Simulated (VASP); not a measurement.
# CdIn2O4 (Fd-3m) in VASP: single point with PBE

Aim: the single point of CdIn2O4 with PBE.

All numbers are computed with VASP 6.6.1; they aren't measurements. Logs are shortened: lines on timing, memory, paths and dates and some standing lists are left out, and cuts for length are marked.

**1. The cell of the first run**

Symmetry: Fd-3m, No. 227, cubic system. Conventional cell: a = 9.149 Å, b = 9.149 Å, c = 9.149 Å, α = 90.00°, β = 90.00°, γ = 90.00°. Within 2.9 Å of In (site symmetry -3m) lie 6 O at 2.20 Å. O (site symmetry 3m) has 1 Cd at 2.14 Å and 3 In at 2.20 Å within 2.8 Å. Within 2.8 Å of Cd (site symmetry -43m) lie 4 O at 2.14 Å.

**2. Single point, PBE**

Input file INCAR:

```
PREC = Accurate
ENCUT = 600
EDIFF = 1E-6
ISMEAR = -1
SIGMA = 0.1
LREAL = False
LASPH = True
NELM = 120
ALGO = Normal
ISIF = 2
LWAVE = False
LCHARG = False
GGA = PE
NBANDS = 75
GGA_COMPAT = False
```

Input file KPOINTS:

```
Automatic mesh
0
Gamma
  5 5 5
```

Input file POSCAR:

```
CdIn2O4
1.0
    0.0000000000      4.5746160000      4.5746160000
    4.5746160000      0.0000000000      4.5746160000
    4.5746160000      4.5746160000      0.0000000000
In O Cd
4 8 2
Direct
    0.6250000000      0.6250000000      0.6250000000
    0.1250000000      0.6250000000      0.6250000000
    0.6250000000      0.6250000000      0.1250000000
    0.6250000000      0.1250000000      0.6250000000
    0.8650000000      0.8650000000      0.8650000000
    0.8450000000      0.3850000000      0.3850000000
    0.8650000000      0.8650000000      0.4050000000
    0.3850000000      0.8450000000      0.3850000000
    0.4050000000      0.8650000000      0.8650000000
    0.3850000000      0.3850000000      0.3850000000
    0.8650000000      0.4050000000      0.8650000000
    0.3850000000      0.3850000000      0.8450000000
    0.0000000000      0.0000000000      0.0000000000
    0.2500000000      0.2500000000      0.2500000000
```

Potentials or basis: VASP PAW PBE potentials, release 64 (In_d, O, Cd).

Run with:

```sh
> cat potpaw_PBE.64/In_d/POTCAR potpaw_PBE.64/O/POTCAR potpaw_PBE.64/Cd/POTCAR > POTCAR
> mpirun -np 1 vasp_std > vasp.out
```

OUTCAR:

```text
PREC = Accurate
   ENCUT = 600
   EDIFF = 1E-6
   ISMEAR = -1
   LREAL = False
   LASPH = True
   NELM = 120
   ISIF = 2
   GGA = PE

 ion  position               nearest neighbor table
   1  0.625  0.625  0.625-   6 2.20   8 2.20   9 2.20  11 2.20   7 2.20  12 2.20   2 3.23   3 3.23
                             4 3.23   3 3.23   4 3.23   2 3.23  14 3.79  13 3.79  14 3.79  13 3.79
   2  0.125  0.625  0.625-   7 2.20   8 2.20  11 2.20  12 2.20   5 2.20  10 2.20   1 3.23   3 3.23
                             4 3.23   1 3.23   3 3.23   4 3.23  13 3.79  14 3.79  13 3.79  14 3.79
   3  0.625  0.625  0.125-   6 2.20   8 2.20   9 2.20  11 2.20  10 2.20   5 2.20   1 3.23   1 3.23
                             2 3.23   4 3.23   4 3.23   2 3.23  14 3.79  13 3.79  14 3.79  13 3.79
   4  0.625  0.125  0.625-   6 2.20   7 2.20   9 2.20  12 2.20  10 2.20   5 2.20   1 3.23   3 3.23
                             1 3.23   2 3.23   3 3.23   2 3.23  14 3.79  13 3.79  14 3.79  13 3.79
   5  0.865  0.865  0.865-  13 2.14   3 2.20   4 2.20   2 2.20
   6  0.845  0.385  0.385-  14 2.14   4 2.20   3 2.20   1 2.20
   7  0.865  0.865  0.405-  13 2.14   4 2.20   2 2.20   1 2.20
   8  0.385  0.845  0.385-  14 2.14   3 2.20   2 2.20   1 2.20
   9  0.405  0.865  0.865-  13 2.14   4 2.20   3 2.20   1 2.20
  10  0.385  0.385  0.385-  14 2.14   3 2.20   4 2.20   2 2.20
  11  0.865  0.405  0.865-  13 2.14   3 2.20   2 2.20   1 2.20
  12  0.385  0.385  0.845-  14 2.14   4 2.20   2 2.20   1 2.20
  13  0.000  0.000  0.000-   5 2.14   7 2.14   9 2.14  11 2.14   2 3.79   4 3.79   3 3.79   4 3.79
                             2 3.79   3 3.79   1 3.79   1 3.79   1 3.79   3 3.79   4 3.79   2 3.79
  14  0.250  0.250  0.250-  10 2.14   8 2.14   6 2.14  12 2.14   2 3.79   4 3.79   2 3.79   3 3.79
                             3 3.79   4 3.79   1 3.79   1 3.79   1 3.79   3 3.79   4 3.79   2 3.79

  LATTYP: Found a face centered cubic cell.
 ALAT       =     9.1492320000

  Lattice vectors:

 A1 = (   0.0000000000,   4.5746160000,   4.5746160000)
 A2 = (   4.5746160000,   0.0000000000,   4.5746160000)
 A3 = (   4.5746160000,   4.5746160000,   0.0000000000)

Analysis of symmetry for initial positions (statically):
=====================================================================
 Subroutine PRICEL returns:
 Original cell was already a primitive cell.

 Routine SETGRP: Setting up the symmetry group for a
 face centered cubic supercell.

 Subroutine GETGRP returns: Found 48 space group operations
 (whereof 24 operations were pure point group operations)
 out of a pool of 48 trial point group operations.

The static configuration has the point symmetry T_d .
 The point group associated with its full space group is O_h .

Analysis of symmetry for dynamics (positions and initial velocities):
=====================================================================
 Subroutine PRICEL returns:
 Original cell was already a primitive cell.

 Routine SETGRP: Setting up the symmetry group for a
 face centered cubic supercell.

 Subroutine GETGRP returns: Found 48 space group operations
 (whereof 24 operations were pure point group operations)
 out of a pool of 48 trial point group operations.

The dynamic configuration has the point symmetry T_d .
 The point group associated with its full space group is O_h .

 Subroutine INISYM returns: Found 48 space group operations
 (whereof 24 operations are pure point group operations),
 and found     1 'primitive' translations

----------------------------------------------------------------------------------------

                                     Primitive cell

  volume of cell :     191.4670

  direct lattice vectors                    reciprocal lattice vectors
     0.000000000  4.574616000  4.574616000    -0.109298791  0.109298791  0.109298791
     4.574616000  0.000000000  4.574616000     0.109298791 -0.109298791  0.109298791
     4.574616000  4.574616000  0.000000000     0.109298791  0.109298791 -0.109298791

  length of vectors
     6.469483990  6.469483990  6.469483990     0.189311060  0.189311060  0.189311060

  position of ions in fractional coordinates (direct lattice)
     0.625000000  0.625000000  0.625000000
     0.125000000  0.625000000  0.625000000
     0.625000000  0.625000000  0.125000000
     0.625000000  0.125000000  0.625000000
     0.865000000  0.865000000  0.865000000
     0.845000000  0.385000000  0.385000000
     0.865000000  0.865000000  0.405000000
     0.385000000  0.845000000  0.385000000
     0.405000000  0.865000000  0.865000000
     0.385000000  0.385000000  0.385000000
     0.865000000  0.405000000  0.865000000
     0.385000000  0.385000000  0.845000000
     0.000000000  0.000000000  0.000000000
     0.250000000  0.250000000  0.250000000

  ion indices of the primitive-cell ions
   primitive index   ion index
                 1           1
                 2           2
                 3           3
                 4           4
                 5           5
                 6           6
                 7           7
                 8           8
                 9           9
                10          10
                11          11
                12          12
                13          13
                14          14

----------------------------------------------------------------------------------------

 KPOINTS: Automatic mesh

Automatic generation of k-mesh.
 Grid dimensions read from file:
 generate k-points for:    5    5    5

 Generating k-lattice:

  Cartesian coordinates                     Fractional coordinates (reciprocal lattice)
    -0.021859758  0.021859758  0.021859758     0.200000000  0.000000000  0.000000000
     0.021859758 -0.021859758  0.021859758     0.000000000  0.200000000  0.000000000
     0.021859758  0.021859758 -0.021859758     0.000000000  0.000000000  0.200000000

  Length of vectors
     0.037862212  0.037862212  0.037862212

  Shift w.r.t. Gamma in fractional coordinates (k-lattice)
     0.000000000  0.000000000  0.000000000

 Subroutine IBZKPT returns following result:
 ===========================================

 Found     10 irreducible k-points:

 Following reciprocal coordinates:
            Coordinates               Weight
  0.000000  0.000000  0.000000      1.000000
  0.200000  0.000000  0.000000      8.000000
  0.400000  0.000000  0.000000      8.000000
  0.200000  0.200000  0.000000      6.000000
  0.400000  0.200000  0.000000     24.000000
 -0.400000  0.200000  0.000000     24.000000
 -0.200000  0.200000  0.000000     12.000000
  0.400000  0.400000  0.000000      6.000000
 -0.400000  0.400000  0.000000     12.000000
 -0.400000  0.400000  0.200000     24.000000
   k-points           NKPTS =     10   k-points in BZ     NKDIM =     10   number of bands    NBANDS=     75
   number of dos      NEDOS =    301   number of ions     NIONS =     14
   total plane-waves  NPLWV = 157464
   dimension x,y,z NGX =    54 NGY =   54 NGZ =   54
   dimension x,y,z NGXF=   108 NGYF=  108 NGZF=  108
   ions per type =               4   8   2
   NGX,Y,Z   is equivalent  to a cutoff of  13.88, 13.88, 13.88 a.u.
   NGXF,Y,Z  is equivalent  to a cutoff of  27.75, 27.75, 27.75 a.u.
 SYSTEM =  unknown system
   PREC   = accura    normal or accurate (medium, high low for compatibility)
   ISTART =      0    job   : 0-new  1-cont  2-samecut
   ICHARG =      2    charge: 1-file 2-atom 10-const
   ISPIN  =      1    spin polarized calculation?
   LNONCOLLINEAR =      F non collinear calculations
   LSORBIT =      F    spin-orbit coupling
   LASPH  =      T    aspherical Exc in radial PAW
   ENCUT  =  600.0 eV  44.10 Ry    6.64 a.u.  12.92 12.92 12.92*2*pi/ulx,y,z
   NELM   =    120;   NELMIN=  2; NELMDL= -5     # of ELM steps
   EDIFF  = 0.1E-05   stopping-criterion for ELM
   LREAL  =      F    real-space projection
   EDIFFG = 0.1E-04   stopping-criterion for IOM
   NSW    =      0    number of steps for IOM
   IBRION =     -1    ionic relax: 0-MD 1-quasi-New 2-CG
   NFREE  =      0    steps in history (QN), initial steepest desc. (CG)
   ISIF   =      2    stress and relaxation
   ISYM   =      2    0-nonsym 1-usesym 2-fastsym
   POTIM  = 0.5000    time-step for ionic-motion
   TEBEG  =    0.0;   TEEND  =   0.0 temperature during run
   PSTRESS=    0.0 pullay stress
   NELECT =     124.0000    total number of electrons
   NUPDOWN=      -1.0000    fix difference up-down
   EMIN   =  10.00;   EMAX   =-10.00  energy-range for DOS
   EFERMI =   0.00;   METHOD = LEGACY
   ISMEAR =    -1;   SIGMA  =   0.10  broadening in eV -4-tet -1-fermi 0-gaus
   EFERMI_NEDOS =   21; number of points for ismear=-14 and -15
   IALGO  =     38    algorithm
   IMIX   =      4    mixing-type and parameters
     AMIX     =   0.40;   BMIX     =  1.00
     AMIX_MAG =   1.60;   BMIX_MAG =  1.00
  volume/ion in A,a.u.               =      13.68        92.29
  Fermi-wavevector in a.u.,A,eV,Ry     =   1.416394  2.676597 27.295627  2.006172
  Thomas-Fermi vector in A             =   2.537733
   LORBIT       =      0    0 simple, 1 ext, 2 COOP (PROOUT), +10 PAW based schemes
   GGA     = PE    functional components
   LHFCALC =     F    Hartree Fock is set to
   AEXX    =    0.0000 exact exchange contribution
   IVDW    =     0    specifies the selected vdW correction
   LEPSILON=     F    determine dielectric tensor
   LRPA    =     F    only Hartree local field effects (RPA)
 non-spin polarized calculation
  energy-cutoff  :      600.00
  volume of cell :      191.47
 maximum number of plane-waves:      6415
 NGX is ok and might be reduce to    54
   NGX = 25   NGY = 25   NGZ = 25

 number of electron     124.0000012 magnetization

 Free energy of the ion-electron system (eV)
  ---------------------------------------------------
  ext. energy  EPLUGINS =         0.00000000
  ---------------------------------------------------
  free energy    TOTEN  =       -71.26865463 eV

  energy without entropy =      -71.26761746  energy(sigma->0) =      -71.26813604

 E-fermi :   4.4954     XC(G=0): -10.8490

 val. band max:        3.7047493371   @ k =  -0.4000   0.2000   0.0000
 cond. band min:       4.7963858689   @ k =   0.0000   0.0000   0.0000
 fundamental gap:      1.0916365318
 Fermi energy:         4.4954251062

 k-point     1 :       0.0000    0.0000    0.0000
  band No.  band energies     occupation
      1     -13.7223      2.00000
      2     -13.1446      2.00000
      3     -13.1446      2.00000
      4     -13.1446      2.00000
      5     -12.8231      2.00000
      6     -12.6556      2.00000
[... 66 lines left out ...]
     73      12.5965      0.00000
     74      12.5965      0.00000

 k-point     2 :       0.2000    0.0000    0.0000
  band No.  band energies     occupation
      1     -13.6561      2.00000
      2     -13.1471      2.00000
      3     -13.1110      2.00000
      4     -13.1110      2.00000
      5     -12.8765      2.00000
      6     -12.7001      2.00000
[... 66 lines left out ...]
     73      12.5566      0.00000
     74      12.8141      0.00000

 k-point     3 :       0.4000    0.0000    0.0000
  band No.  band energies     occupation
      1     -13.5085      2.00000
      2     -13.1404      2.00000
      3     -13.0399      2.00000
      4     -13.0336      2.00000
      5     -13.0336      2.00000
      6     -12.7950      2.00000
[... 528 lines left out ...]
     73      13.3760      0.00000
     74      13.4180      0.00000

 k-point    10 :      -0.4000    0.4000    0.2000
  band No.  band energies     occupation
      1     -13.3757      2.00000
      2     -13.1864      2.00000
      3     -13.0401      2.00000
      4     -13.0149      2.00000
      5     -12.9539      2.00000
      6     -12.8679      2.00000
[... 66 lines left out ...]
     73      12.9607      0.00000
     74      13.3309      0.00000
 [bands above 74 left out]

------------------------ aborting loop because EDIFF is reached ----------------------------------------

  FORCE on cell =-STRESS in cart. coord.  units (eV):
  Direction    XX          YY          ZZ          XY          YZ          ZX
  --------------------------------------------------------------------------------------
  -------------------------------------------------------------------------------------
  Total        9.0918496      9.0918496      9.0918496      0.0000000      0.0000000      0.0000000
  in kB       76.0797185     76.0797185     76.0797185      0.0000000      0.0000000      0.0000000
  external PRESSURE =      76.0797185 kB  Pullay stress =       0.0000000 kB

 VOLUME and BASIS-vectors are now :
 -----------------------------------------------------------------------------
  energy-cutoff  :      600.00
  volume of cell :      191.47
      direct lattice vectors                 reciprocal lattice vectors
     0.000000000  4.574616000  4.574616000    -0.109298791  0.109298791  0.109298791
     4.574616000  0.000000000  4.574616000     0.109298791 -0.109298791  0.109298791
     4.574616000  4.574616000  0.000000000     0.109298791  0.109298791 -0.109298791

 POSITION                                       TOTAL-FORCE (eV/Angst)
 -----------------------------------------------------------------------------------
      5.71827      5.71827      5.71827         0.000000      0.000000      0.000000
      5.71827      3.43096      3.43096         0.000000      0.000000      0.000000
      3.43096      3.43096      5.71827         0.000000      0.000000      0.000000
      3.43096      5.71827      3.43096         0.000000      0.000000      0.000000
      7.91409      7.91409      7.91409        -0.502485     -0.502485     -0.502485
      3.52245      5.62678      5.62678         0.502485     -0.502485     -0.502485
      5.80976      5.80976      7.91409         0.502485      0.502485     -0.502485
      5.62678      3.52245      5.62678        -0.502485      0.502485     -0.502485
      7.91409      5.80976      5.80976        -0.502485      0.502485      0.502485
      3.52245      3.52245      3.52245         0.502485      0.502485      0.502485
      5.80976      7.91409      5.80976         0.502485     -0.502485      0.502485
      5.62678      5.62678      3.52245        -0.502485     -0.502485      0.502485
      0.00000      0.00000      0.00000         0.000000      0.000000      0.000000
      2.28731      2.28731      2.28731         0.000000      0.000000      0.000000
 -----------------------------------------------------------------------------------
    total drift:                               -0.000000     -0.000000      0.000000

  FREE ENERGIE OF THE ION-ELECTRON SYSTEM (eV)
  ---------------------------------------------------
  free  energy   TOTEN  =       -71.2686546302 eV

  energy  without entropy=      -71.2676174598  energy(sigma->0) =      -71.26813604
```

It took 5.1 min on 1 thread of Intel Xeon Platinum 8488C (Sapphire Rapids), shared host; peak memory 0.47 GiB.

What came out:

| Quantity | Value |
| --- | --- |
| Free energy | -71.2687 eV |
| Pressure | 7.6 GPa |
| Largest force | 0.870 eV/Å |
| Band gap on the k mesh | 1.09 eV (least direct gap 1.16 eV) |

Forces in eV/Å, atoms in the order of the input:
```
In   0.000  0.000  0.000
In   0.000  0.000  0.000
In   0.000  0.000  0.000
In   0.000  0.000  0.000
O   -0.502 -0.502 -0.502
O    0.502 -0.502 -0.502
O    0.502  0.502 -0.502
O   -0.502  0.502 -0.502
O   -0.502  0.502  0.502
O    0.502  0.502  0.502
O    0.502 -0.502  0.502
O   -0.502 -0.502  0.502
Cd   0.000  0.000  0.000
Cd   0.000  0.000  0.000
```

Caveat: the cell stands under pressure; spin-orbit coupling is left out, which moves the levels of the heavy elements; an odd mesh through Γ misses points on the zone boundary, where band edges can lie.
